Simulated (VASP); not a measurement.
Set up this calculation in VASP 6.6.1, as the native input.

| Property | Result |
| --- | --- |
| Task | single point |
| Functional | PBEsol |
| Potentials or basis | VASP PAW PBE potentials, release 64 (Ti_sv, Al) |
| Cutoff | 500 eV |
| k mesh | 7 × 7 × 7 |
| Occupations | fermi-dirac, width 0.15 eV |
| Spin | no spin polarisation |
| Dipole correction | no |
| Further INCAR settings | ALGO = Normal; EDIFF = 1e-06; NBANDS = 14 |

The structure of TiAl lies in POSCAR:

```
TiAl
1.0
    3.0951816377      0.0000000000      0.0000000000
    0.0000000000      3.0951816377      0.0000000000
    0.0000000000      0.0000000000      3.0951816377
Ti Al
1 1
Direct
    0.5000000000      0.5000000000      0.5000000000
    0.0000000000      0.0000000000      0.0000000000
```

One way to write it, as run:

INCAR

```
PREC = Accurate
ENCUT = 500
EDIFF = 1E-6
ISMEAR = -1
SIGMA = 0.15
LREAL = False
LASPH = True
NELM = 120
ALGO = Normal
ISIF = 2
LWAVE = False
LCHARG = True
GGA = PS
LELF = True
LVHAR = True
NBANDS = 14
GGA_COMPAT = False
```

KPOINTS

```
regular mesh
0
Gamma
  7 7 7
```

Potentials or basis: VASP PAW PBE potentials, release 64 (Ti_sv, Al).

Run with:

```console
$ cat potpaw_PBE.64/Ti_sv/POTCAR potpaw_PBE.64/Al/POTCAR > POTCAR
$ mpirun -np 1 vasp_std > vasp.out
```

It gave:

```
Pressure : 8.3 GPa
```

Caveat: the PAW data sets were made with another functional, which shifts forces and pressure a little.

Run time: 13 s on 1 thread of Intel Xeon 8259CL, with other jobs on the host, peak memory 0.13 GiB.
